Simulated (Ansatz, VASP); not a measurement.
Two plane-wave programs on Ge

```xyz
6
Lattice="6.8213 0.0000 0.0000 0.0000 6.8213 0.0000 0.0000 0.0000 2.7068" Properties=species:S:1:pos:R:3 pbc="T T T"
Ge    3.4107    3.4107    0.0000
Ge    0.0000    0.0000    0.0000
Ge    5.9080    4.3239    0.0000
Ge    0.9133    2.4974    0.0000
Ge    4.3239    0.9133    0.0000
Ge    2.4974    5.9080    0.0000
```

Alike in both runs: functional PBE; k mesh 6 × 6 × 14; occupations gaussian, width 0.1 eV; no spin polarisation.

Ansatz relaxed the structure, and its values are those at the end. VASP's run is a single point on that final structure, the one shown.

|  | VASP | Ansatz |
| --- | --- | --- |
| version | VASP 6.6.1 | Ansatz 0.2.0 |
| potentials or method | VASP PAW PBE potentials, release 64 (Ge_d), cutoff 520 eV | scalar-relativistic, plane waves, PAW |
| valence electrons in the cell | 84 | 84 |

|  | VASP | Ansatz | Ansatz less VASP |
| --- | --- | --- | --- |
| gap on the k mesh at the Fermi level (eV) | none | none | - |
| pressure (GPa) | -0.1 | 0.0 | +0.11 |

A gap of «none» marks a metal or a gap that the smearing closes. The functional is the same, so the differences come from potentials, cutoffs and numerics.
